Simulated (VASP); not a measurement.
# TiB2 (P6/mmm) in VASP: a series of runs

TiB2 is run at these levels: PBE; tasks: single point.

Program: VASP 6.6.1. These are calculated values, not measurements. Logs are shortened: lines on timing, memory, paths and dates and some standing lists are left out, and cuts for length are marked.

### 1 The cell of the first run

It takes space group P6/mmm (No. 191, hexagonal). The conventional cell has a = 3.018 Å, b = 3.018 Å, c = 3.192 Å, α = 90.00°, β = 90.00°, γ = 120.00°. Ti (site symmetry 6/mmm) has 12 B at 2.36 Å and 8 Ti at 3.02 to 3.19 Å within 3.2 Å. Within 2.4 Å of B (site symmetry -6m2) lie 3 B at 1.74 Å and 6 Ti at 2.36 Å.

### 2 Single point, PBE

INCAR reads:

```
SYSTEM = TiB2
PREC     = Accurate       ! precision mode
ENCUT    = 520            ! plane-wave cutoff, eV
EDIFF    = 1E-7           ! SCF threshold, eV
ISMEAR   = 1              ! smearing method
SIGMA    = 0.05           ! smearing width, eV
LREAL    = .False.        ! projectors in reciprocal space
LASPH    = .True.         ! aspherical terms in the spheres
NELM     = 100            ! most SCF steps
ALGO     = Normal         ! electronic algorithm
ISIF     = 2              ! what is computed and relaxed
LWAVE    = .False.        ! write WAVECAR
LCHARG   = .False.        ! write CHGCAR
GGA      = PE             ! functional
NBANDS   = 16             ! bands
```

KPOINTS reads:

```
Automatic mesh
0
Gamma
  9 9 5
  0 0 0
```

POSCAR reads:

```
TiB2
1.0
    3.0178062116      0.0000000000      0.0000000000
   -1.5089031058      2.6134968429      0.0000000000
    0.0000000000      0.0000000000      3.1920236343
Ti B
1 2
Direct
    0.0000000000      0.0000000000      0.0000000000
    0.3333333333      0.6666666667      0.5000005009
    0.6666666667      0.3333333333      0.4999994991
```

Potentials or basis: VASP PAW PBE potentials, release 64 (Ti_sv, B).

Run with:

```bash
$ cat potpaw_PBE.64/Ti_sv/POTCAR potpaw_PBE.64/B/POTCAR > POTCAR
$ mpirun -np 1 vasp_std > vasp.out
```

OUTCAR:

```text
SYSTEM = TiB2
   PREC = Accurate
   ENCUT = 520
   EDIFF = 1E-7
   ISMEAR = 1
   LREAL = .False.
   LASPH = .True.
   NELM = 100
   ISIF = 2
   GGA = PE

 ion  position               nearest neighbor table
   1  0.000  0.000  0.000-   2 2.36   3 2.36   2 2.36   3 2.36   3 2.36   2 2.36   2 2.36   3 2.36
                             3 2.36   2 2.36   2 2.36   3 2.36
   2  0.333  0.667  0.500-   3 1.74   3 1.74   3 1.74   1 2.36   1 2.36   1 2.36   1 2.36   1 2.36
                             1 2.36
   3  0.667  0.333  0.500-   2 1.74   2 1.74   2 1.74   1 2.36   1 2.36   1 2.36   1 2.36   1 2.36
                             1 2.36

  LATTYP: Found a hexagonal cell.
 ALAT       =     3.0178062116
 C/A-ratio  =     1.0577298244

  Lattice vectors:

 A1 = (   3.0178062116,   0.0000000000,   0.0000000000)
 A2 = (  -1.5089031058,   2.6134968429,   0.0000000000)
 A3 = (   0.0000000000,   0.0000000000,   3.1920236343)

Analysis of symmetry for initial positions (statically):
=====================================================================
 Subroutine PRICEL returns:
 Original cell was already a primitive cell.

 Routine SETGRP: Setting up the symmetry group for a
 hexagonal supercell.

 Subroutine GETGRP returns: Found 24 space group operations
 (whereof 24 operations were pure point group operations)
 out of a pool of 24 trial point group operations.

The static configuration has the point symmetry D_6h.

Analysis of symmetry for dynamics (positions and initial velocities):
=====================================================================
 Subroutine PRICEL returns:
 Original cell was already a primitive cell.

 Routine SETGRP: Setting up the symmetry group for a
 hexagonal supercell.

 Subroutine GETGRP returns: Found 24 space group operations
 (whereof 24 operations were pure point group operations)
 out of a pool of 24 trial point group operations.

The dynamic configuration has the point symmetry D_6h.

 Subroutine INISYM returns: Found 24 space group operations
 (whereof 24 operations are pure point group operations),
 and found     1 'primitive' translations

----------------------------------------------------------------------------------------

                                     Primitive cell

  volume of cell :      25.1756

  direct lattice vectors                    reciprocal lattice vectors
     3.017806212  0.000000000  0.000000000     0.331366539  0.191314561  0.000000000
    -1.508903106  2.613496843  0.000000000     0.000000000  0.382629121  0.000000000
     0.000000000  0.000000000  3.192023634     0.000000000  0.000000000  0.313280888

  length of vectors
     3.017806212  3.017806212  3.192023634     0.382629121  0.382629121  0.313280888

  position of ions in fractional coordinates (direct lattice)
     0.000000000  0.000000000  0.000000000
     0.333333333  0.666666667  0.500000501
     0.666666667  0.333333333  0.499999499

  ion indices of the primitive-cell ions
   primitive index   ion index
                 1           1
                 2           2
                 3           3

----------------------------------------------------------------------------------------

 KPOINTS: Automatic mesh

Automatic generation of k-mesh.
 Grid dimensions read from file:
 generate k-points for:    9    9    5

 Generating k-lattice:

  Cartesian coordinates                     Fractional coordinates (reciprocal lattice)
     0.036818504  0.021257173  0.000000000     0.111111111 -0.000000000  0.000000000
     0.000000000  0.042514347  0.000000000     0.000000000  0.111111111  0.000000000
     0.000000000  0.000000000  0.062656178     0.000000000  0.000000000  0.200000000

  Length of vectors
     0.042514347  0.042514347  0.062656178

  Shift w.r.t. Gamma in fractional coordinates (k-lattice)
     0.000000000  0.000000000  0.000000000

 Subroutine IBZKPT returns following result:
 ===========================================

 Found     36 irreducible k-points:

 Following reciprocal coordinates:
            Coordinates               Weight
  0.000000  0.000000  0.000000      1.000000
  0.111111  0.000000  0.000000      6.000000
  0.222222  0.000000  0.000000      6.000000
  0.333333 -0.000000  0.000000      6.000000
  0.444444  0.000000  0.000000      6.000000
  0.111111  0.111111  0.000000      6.000000
[... 16 lines left out ...]
  0.333333  0.222222  0.200000     24.000000
  0.333333  0.333333  0.200000      4.000000
 [... further k-points ...]
   k-points           NKPTS =     36   k-points in BZ     NKDIM =     36   number of bands    NBANDS=     16
   number of dos      NEDOS =    301   number of ions     NIONS =      3
   total plane-waves  NPLWV =  13824
   dimension x,y,z NGX =    24 NGY =   24 NGZ =   24
   dimension x,y,z NGXF=    48 NGYF=   48 NGZF=   48
   ions per type =               1   2
   NGX,Y,Z   is equivalent  to a cutoff of  13.22, 13.22, 12.50 a.u.
   NGXF,Y,Z  is equivalent  to a cutoff of  26.44, 26.44, 25.00 a.u.
 SYSTEM =  TiB2
   PREC   = accura    normal or accurate (medium, high low for compatibility)
   ISTART =      0    job   : 0-new  1-cont  2-samecut
   ICHARG =      2    charge: 1-file 2-atom 10-const
   ISPIN  =      1    spin polarized calculation?
   LNONCOLLINEAR =      F non collinear calculations
   LSORBIT =      F    spin-orbit coupling
   LASPH  =      T    aspherical Exc in radial PAW
   ENCUT  =  520.0 eV  38.22 Ry    6.18 a.u.   5.61  5.61  5.94*2*pi/ulx,y,z
   NELM   =    100;   NELMIN=  2; NELMDL= -5     # of ELM steps
   EDIFF  = 0.1E-06   stopping-criterion for ELM
   LREAL  =      F    real-space projection
   EDIFFG = 0.1E-05   stopping-criterion for IOM
   NSW    =      0    number of steps for IOM
   IBRION =     -1    ionic relax: 0-MD 1-quasi-New 2-CG
   NFREE  =      0    steps in history (QN), initial steepest desc. (CG)
   ISIF   =      2    stress and relaxation
   ISYM   =      2    0-nonsym 1-usesym 2-fastsym
   POTIM  = 0.5000    time-step for ionic-motion
   TEBEG  =    0.0;   TEEND  =   0.0 temperature during run
   PSTRESS=    0.0 pullay stress
   NELECT =      18.0000    total number of electrons
   NUPDOWN=      -1.0000    fix difference up-down
   EMIN   =  10.00;   EMAX   =-10.00  energy-range for DOS
   EFERMI =   0.00;   METHOD = LEGACY
   ISMEAR =     1;   SIGMA  =   0.05  broadening in eV -4-tet -1-fermi 0-gaus
   EFERMI_NEDOS =   21; number of points for ismear=-14 and -15
   IALGO  =     38    algorithm
   IMIX   =      4    mixing-type and parameters
     AMIX     =   0.40;   BMIX     =  1.00
     AMIX_MAG =   1.60;   BMIX_MAG =  1.00
  volume/ion in A,a.u.               =       8.39        56.63
  Fermi-wavevector in a.u.,A,eV,Ry     =   1.463881  2.766334 29.156583  2.142948
  Thomas-Fermi vector in A             =   2.579923
   LORBIT       =      0    0 simple, 1 ext, 2 COOP (PROOUT), +10 PAW based schemes
   GGA     = PE    functional components
   LHFCALC =     F    Hartree Fock is set to
   AEXX    =    0.0000 exact exchange contribution
   IVDW    =     0    specifies the selected vdW correction
   LEPSILON=     F    determine dielectric tensor
   LRPA    =     F    only Hartree local field effects (RPA)
 non-spin polarized calculation
 Methfessel and Paxton  Order N= 1 SIGMA  =   0.05
  energy-cutoff  :      520.00
  volume of cell :       25.18
 maximum number of plane-waves:       696
 NGX is ok and might be reduce to    24
   NGX = 11   NGY = 11   NGZ = 11

 number of electron      17.9999998 magnetization

 Free energy of the ion-electron system (eV)
  ---------------------------------------------------
  ext. energy  EPLUGINS =         0.00000000
  ---------------------------------------------------
  free energy    TOTEN  =       -24.41337121 eV

  energy without entropy =      -24.41355151  energy(sigma->0) =      -24.41343131

 E-fermi :  10.1523     XC(G=0): -12.8614

 val. band max:       10.1224982969   @ k =   0.0000   0.0000   0.4000
 cond. band min:      10.2097198021   @ k =   0.0000   0.0000   0.2000
 fundamental gap:      0.0872215052
 Fermi energy:        10.1522812628

 k-point     1 :       0.0000    0.0000    0.0000
  band No.  band energies     occupation
      1     -46.6852      2.00000
      2     -23.0335      2.00000
      3     -22.7219      2.00000
      4     -22.7219      2.00000
      5      -3.3942      2.00000
      6       7.5162      2.00000
[... 8 lines left out ...]
     15      16.0004      0.00000
     16      17.1661      0.00000

 k-point     2 :       0.1111    0.0000    0.0000
  band No.  band energies     occupation
      1     -46.6785      2.00000
      2     -23.0251      2.00000
      3     -22.7731      2.00000
      4     -22.7335      2.00000
      5      -3.1547      2.00000
      6       6.8555      2.00000
[... 8 lines left out ...]
     15      17.3264      0.00000
     16      17.9318      0.00000

 k-point     3 :       0.2222    0.0000    0.0000
  band No.  band energies     occupation
      1     -46.6615      2.00000
      2     -23.0036      2.00000
      3     -22.9007      2.00000
      4     -22.7627      2.00000
      5      -2.4606      2.00000
      6       5.3129      2.00000
[... 8 lines left out ...]
     15      17.9286      0.00000
     16      19.6729      0.00000

 k-point     4 :       0.3333   -0.0000    0.0000
  band No.  band energies     occupation
      1     -46.6420      2.00000
      2     -23.0429      2.00000
      3     -22.9791      2.00000
      4     -22.7956      2.00000
      5      -1.3733      2.00000
      6       3.4924      2.00000
[... 8 lines left out ...]
     15      17.7701      0.00000
     16      19.3368      0.00000
[... 324 lines left out ...]
 k-point    22 :       0.2222    0.2222    0.2000
  band No.  band energies     occupation
      1     -46.6279      2.00000
      2     -23.0431      2.00000
      3     -23.0328      2.00000
      4     -22.8579      2.00000
      5      -0.4853      2.00000
      6       3.5529      2.00000
[... 8 lines left out ...]
     15      19.9680      0.00000
     16      20.3779      0.00000

 k-point    23 :       0.3333    0.2222    0.2000
  band No.  band energies     occupation
      1     -46.6182      2.00000
      2     -23.0693      2.00000
      3     -23.0237      2.00000
      4     -22.9129      2.00000
      5       0.7134      2.00000
      6       2.2481      2.00000
[... 8 lines left out ...]
     15      20.2229      0.00000
     16      20.9430      0.00000

 k-point    24 :       0.3333    0.3333    0.2000
  band No.  band energies     occupation
      1     -46.6148      2.00000
      2     -23.0189      2.00000
      3     -23.0063      2.00000
      4     -23.0063      2.00000
      5       1.7429      2.00000
      6       1.7429      2.00000
[... 8 lines left out ...]
     15      20.2979      0.00000
     16      21.1920      0.00000

 [... further k-points ...]

------------------------ aborting loop because EDIFF is reached ----------------------------------------

  FORCE on cell =-STRESS in cart. coord.  units (eV):
  Direction    XX          YY          ZZ          XY          YZ          ZX
  --------------------------------------------------------------------------------------
  -------------------------------------------------------------------------------------
  Total        0.8249296      0.8249296      0.8014097      0.0000000     -0.0000000      0.0000000
  in kB       52.4986370     52.4986370     51.0018292      0.0000000     -0.0000000      0.0000000
  external PRESSURE =      51.9997011 kB  Pullay stress =       0.0000000 kB

 VOLUME and BASIS-vectors are now :
 -----------------------------------------------------------------------------
  energy-cutoff  :      520.00
  volume of cell :       25.18
      direct lattice vectors                 reciprocal lattice vectors
     3.017806212  0.000000000  0.000000000     0.331366539  0.191314561  0.000000000
    -1.508903106  2.613496843  0.000000000     0.000000000  0.382629121  0.000000000
     0.000000000  0.000000000  3.192023634     0.000000000  0.000000000  0.313280888

 POSITION                                       TOTAL-FORCE (eV/Angst)
 -----------------------------------------------------------------------------------
      0.00000      0.00000      0.00000        -0.000000      0.000000      0.000000
     -0.00000      1.74233      1.59601        -0.000000      0.000000      0.000000
      1.50890      0.87117      1.59601         0.000000      0.000000     -0.000000
 -----------------------------------------------------------------------------------
    total drift:                                0.000000      0.000000      0.000000

  FREE ENERGIE OF THE ION-ELECTRON SYSTEM (eV)
  ---------------------------------------------------
  free  energy   TOTEN  =       -24.4133712100 eV

  energy  without entropy=      -24.4135515082  energy(sigma->0) =      -24.41343131
```

Run time: 7.4 s. Hardware: 1 thread of Intel Xeon Platinum 8488C (Sapphire Rapids), shared host; peak memory 0.14 GiB.

What came out:

```yaml
Free_energy: -24.4134 eV
Pressure: 5.2 GPa
Band_gap_on_the_k_mesh: zero (bands 9 and 10 overlap by 0.09 eV)
```

Levels at points of the mesh, in eV from the Fermi level:
```tsv
k point	band 7	band 8	band 9	band 10	band 11	band 12
(0.00, 0.00, 0.00)	-2.64	-2.19	-2.08	2.01	2.01	3.85
```

Caveat: the k points lie up to 0.39 Å⁻¹ apart.

(Continued in part 2 of 2.)
